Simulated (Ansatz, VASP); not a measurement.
# Two plane-wave programs on AlCo3

```
Al Co
1.0
     3.57495    0.00000    0.00000
     0.00000    3.57495    0.00000
     0.00000    0.00000    3.57495
Al Co
1 3
Direct
  0.00000 0.00000 0.00000
  0.50000 0.50000 0.00000
  0.50000 0.00000 0.50000
  0.00000 0.50000 0.50000
```

Alike in both runs: task single point; functional PBEsol; k mesh 2 × 2 × 2; occupations gaussian, width 0.1 eV; collinear spin.

|  | VASP | Ansatz |
| --- | --- | --- |
| version | VASP 6.6.1 | Ansatz 0.2.0 |
| potentials or method | VASP PAW PBE potentials, release 64 (Al, Co), cutoff 520 eV | scalar-relativistic, plane waves, PAW |
| valence electrons in the cell | 30 | 54 |

```csv
,VASP,Ansatz,Ansatz less VASP
gap on the k mesh at the Fermi level (eV),none,none,-
pressure (GPa),-13.4,-13.4,-0.04
net moment per atom (μB),0.40,0.42,+0.016
size of the moment on the site where the two differ most (μB),0.53,0.54,+0.013
```

VASP's potentials were made for PBE, not for PBEsol. Site moments also hang on the region over which each program counts them. A gap of «none» marks a metal or a gap that the smearing closes. VASP's potentials hold 30 valence electrons a cell and Ansatz's 54, so a difference there can come from the potentials and not from the codes.

The k mesh is coarse, so the values compare programs but aren't converged.
